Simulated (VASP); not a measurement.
Write the native input for VASP 6.6.1 that does the following.

```yaml
Task: single point
Functional: PBEsol
Potentials_or_basis: VASP PAW PBE potentials, release 64 (Cd, Se)
Cutoff: 520 eV
k_mesh: 6 × 6 × 4
Occupations: gaussian, width 0.01 eV
Spin: no spin polarisation
Dipole_correction: no
Further_INCAR_settings: ALGO = Normal; EDIFF = 1e-06; NBANDS = 26
```

The structure of CdSe lies in POSCAR:

```
CdSe
1.0
    4.3224879178      0.0000000000      0.0000000000
   -2.1612439589      3.7433843444      0.0000000000
    0.0000000000      0.0000000000      7.0576607305
Cd Se
2 2
Direct
    0.3333333333      0.6666666667      0.0047026406
    0.6666666667      0.3333333333      0.5047026406
    0.3333333333      0.6666666667      0.3802973594
    0.6666666667      0.3333333333      0.8802973594
```

These files were run (other wordings do the same):

INCAR

```
SYSTEM = CdSe
  PREC = Accurate
  ENCUT = 520
  EDIFF = 1E-6
  ISMEAR = 0
  SIGMA = 0.01
  LREAL = .False.
  LASPH = .True.
  NELM = 80
  ALGO = Normal
  ISIF = 2
  LWAVE = .False.
  LCHARG = .False.
  GGA = PS
  NBANDS = 26
```

KPOINTS

```
Automatic mesh
0
Gamma
  6 6 4
  0 0 0
```

Potentials or basis: VASP PAW PBE potentials, release 64 (Cd, Se).

Launch:

```sh
$ cat potpaw_PBE.64/Cd/POTCAR potpaw_PBE.64/Se/POTCAR > POTCAR
$ mpirun -np 1 vasp_std > vasp.out
```

It gave:

```yaml
Pressure: -0.4 GPa
Band_gap_on_the_k_mesh: 0.51 eV
```

Caveat: semilocal functionals underestimate gaps, and a narrow one can read as zero; the PAW data sets were made with another functional, which shifts forces and pressure a little.

Run time: 44 s on 1 thread of Intel(R) Xeon(R) Platinum 8488C (Sapphire Rapids), with other jobs on the host, peak memory 0.24 GiB.
